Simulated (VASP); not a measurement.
# ZrB (Fm-3m) in VASP: notebook, part 2 of 2

VASP 6.6.1.

## (4) Single point, PBE+D4

This run uses another cell than the first one, of 14.52 Å³/atom, 1.043 times its volume.

Contents of INCAR:

```
PREC     = Accurate       # precision mode
ENCUT    = 520            # plane-wave cutoff, eV
EDIFF    = 1E-7           # SCF threshold, eV
ISMEAR   = 1              # smearing method
SIGMA    = 0.1            # smearing width, eV
LREAL    = F              # projectors in reciprocal space
LASPH    = T              # aspherical terms in the spheres
NELM     = 60             # most SCF steps
ALGO     = Normal         # electronic algorithm
ISIF     = 2              # what is computed and relaxed
LWAVE    = F              # write WAVECAR
LCHARG   = F              # write CHGCAR
GGA      = PE             # functional
IVDW     = 13             # dispersion correction
NBANDS   = 14             # bands
```

Contents of KPOINTS:

```
Automatic mesh
0
Gamma
  10 10 10
```

Contents of POSCAR:

```
ZrB
1.0
    0.0000000000      2.4398341341      2.4398341341
    2.4398341341      0.0000000000      2.4398341341
    2.4398341341      2.4398341341      0.0000000000
Zr B
1 1
Direct
    0.5000000000      0.5000000000      0.5000000000
    0.0000000000      0.0000000000      0.0000000000
```

Potentials or basis: VASP PAW PBE potentials, release 64 (Zr_sv, B).

On the command line:

```sh
$ cat potpaw_PBE.64/Zr_sv/POTCAR potpaw_PBE.64/B/POTCAR > POTCAR
$ mpirun -np 1 vasp_std > vasp.out
```

OUTCAR:

```text
PREC = Accurate
   ENCUT = 520
   EDIFF = 1E-7
   ISMEAR = 1
   LREAL = F
   LASPH = T
   NELM = 60
   ISIF = 2
   GGA = PE
   IVDW = 13

 ion  position               nearest neighbor table
   1  0.500  0.500  0.500-   2 2.44   2 2.44   2 2.44   2 2.44   2 2.44   2 2.44
   2  0.000  0.000  0.000-   1 2.44   1 2.44   1 2.44   1 2.44   1 2.44   1 2.44

  LATTYP: Found a face centered cubic cell.
 ALAT       =     4.8796682682

  Lattice vectors:

 A1 = (   0.0000000000,   2.4398341341,   2.4398341341)
 A2 = (   2.4398341341,   0.0000000000,   2.4398341341)
 A3 = (   2.4398341341,   2.4398341341,   0.0000000000)

Analysis of symmetry for initial positions (statically):
=====================================================================
 Subroutine PRICEL returns:
 Original cell was already a primitive cell.

 Routine SETGRP: Setting up the symmetry group for a
 face centered cubic supercell.

 Subroutine GETGRP returns: Found 48 space group operations
 (whereof 48 operations were pure point group operations)
 out of a pool of 48 trial point group operations.

The static configuration has the point symmetry O_h .
[... 176 lines left out ...]
      6       9.3563     -0.00000
      7       9.3563     -0.00000
      8       9.3563     -0.00000
      9      10.7828      0.00000
     10      10.7828      0.00000
     11      11.0474      0.00000
     12      11.0474      0.00000
     13      11.0474      0.00000
     14      18.3127      0.00000
[... 377 lines left out ...]
      1     -39.7545      2.00000
      2     -18.0611      2.00000
      3     -17.8120      2.00000
      4     -17.7944      2.00000
      5       1.6105      2.00000
      6       5.8779      2.00000
      7       7.0293      2.00000
      8       8.7217     -0.00000
      9       9.4420     -0.00000
     10      12.3657      0.00000
     11      13.7122      0.00000
     12      13.9525      0.00000
     13      17.3813      0.00000
     14      19.6039      0.00000

 [... further k-points ...]

------------------------ aborting loop because EDIFF is reached ----------------------------------------

  DFT-D4 for vdW energy calculation

  Edisp (eV):   -0.54150

  FORCE on cell =-STRESS in cart. coord.  units (eV):
  Direction    XX          YY          ZZ          XY          YZ          ZX
  --------------------------------------------------------------------------------------
  -------------------------------------------------------------------------------------
  Total      -0.17039    -0.17039    -0.17039     0.00000     0.00000    -0.00000
  in kB      -9.39812    -9.39812    -9.39812     0.00000     0.00000    -0.00000
  external pressure =       -9.40 kB  Pullay stress =        0.00 kB

 VOLUME and BASIS-vectors are now :
 -----------------------------------------------------------------------------
  energy-cutoff  :      520.00
  volume of cell :       29.05
      direct lattice vectors                 reciprocal lattice vectors
     0.000000000  2.439834134  2.439834134    -0.204931964  0.204931964  0.204931964
     2.439834134  0.000000000  2.439834134     0.204931964 -0.204931964  0.204931964
     2.439834134  2.439834134  0.000000000     0.204931964  0.204931964 -0.204931964

 POSITION                                       TOTAL-FORCE (eV/Angst)
 -----------------------------------------------------------------------------------
      2.43983      2.43983      2.43983         0.000000      0.000000     -0.000000
      0.00000      0.00000      0.00000        -0.000000     -0.000000      0.000000
 -----------------------------------------------------------------------------------
    total drift:                                0.000000      0.000000      0.000000

  FREE ENERGIE OF THE ION-ELECTRON SYSTEM (eV)
  ---------------------------------------------------
  free  energy   TOTEN  =       -16.5368491795 eV

  energy  without entropy=      -16.5360743129  energy(sigma->0) =      -16.53659089
```

OSZICAR:

```text
N       E                     dE             d eps       ncg     rms          rms(c)
DAV:   1     0.915751334537E+02    0.91575E+02   -0.77635E+03  1324   0.103E+03
DAV:   2    -0.122621540578E+02   -0.10384E+03   -0.98875E+02  1622   0.278E+02
DAV:   3    -0.176603913228E+02   -0.53982E+01   -0.53566E+01  2166   0.528E+01
DAV:   4    -0.178845095569E+02   -0.22412E+00   -0.22406E+00  1614   0.670E+00
DAV:   5    -0.178875241659E+02   -0.30146E-02   -0.30146E-02  1782   0.750E-01    0.174E+01
DAV:   6    -0.159980803871E+02    0.18894E+01   -0.28259E+00  1514   0.145E+01    0.596E+00
DAV:   7    -0.159944953655E+02    0.35850E-02   -0.24947E-01  1796   0.350E+00    0.281E+00
DAV:   8    -0.159960609516E+02   -0.15656E-02   -0.33332E-02  1638   0.151E+00    0.327E-01
DAV:   9    -0.159952660449E+02    0.79491E-03   -0.37585E-03  1560   0.372E-01    0.161E-01
DAV:  10    -0.159953553349E+02   -0.89290E-04   -0.52747E-04  1508   0.257E-01    0.387E-02
DAV:  11    -0.159953514407E+02    0.38942E-05   -0.26459E-05  1710   0.440E-02    0.448E-03
DAV:  12    -0.159953497160E+02    0.17247E-05   -0.16057E-06  1642   0.138E-02    0.325E-03
DAV:  13    -0.159953497695E+02   -0.53573E-07   -0.13304E-07  1214   0.395E-03
   1 F= -.16536849E+02 E0= -.16536591E+02  d E =-.774867E-03
```

stdout:

```text
POSCAR found type information on POSCAR ZrB
 POSCAR found :  2 types and       2 ions
 scaLAPACK will be used
 LDA part: xc-table for (Slater+PW92), standard interpolation
 POSCAR, INCAR and KPOINTS ok, starting setup
 FFT: planning ... GRIDC
 FFT: planning ... GRID_SOFT
 FFT: planning ... GRID
 WAVECAR not read
 entering main loop
```

Wall time 36 s (1 thread of Intel Xeon 8259CL, shared host); peak memory 0.17 GiB.

Results:

| Property | Result |
| --- | --- |
| Free energy | -16.5368 eV |
| Pressure | -0.9 GPa |
| Dispersion energy per atom | -0.271 eV |

Caveat: pairwise dispersion overbinds metals, which lowers pressure and volume.

## (5) Summary

```csv
cell,gap on the mesh (eV),pressure (GPa)
"a = 3.403 Å, angles 60.0°, 2 atoms",none,6.4
"a = 3.427 Å, angles 60.0°, 2 atoms",none,2.5
"a = 3.450 Å, angles 60.0°, 2 atoms",none,-0.9
```

Alike in all rows: task single point; level PBE+D4; potentials or basis VASP PAW PBE potentials, release 64 (Zr_sv, B); no spin polarisation; k mesh 10 × 10 × 10; cutoff (eV) 520; smearing methfessel-paxton 0.1 eV.

Caveats: pairwise dispersion overbinds metals, which lowers pressure and volume.

Total energies depend on the potentials used, so only differences within one code and one set of settings carry meaning.
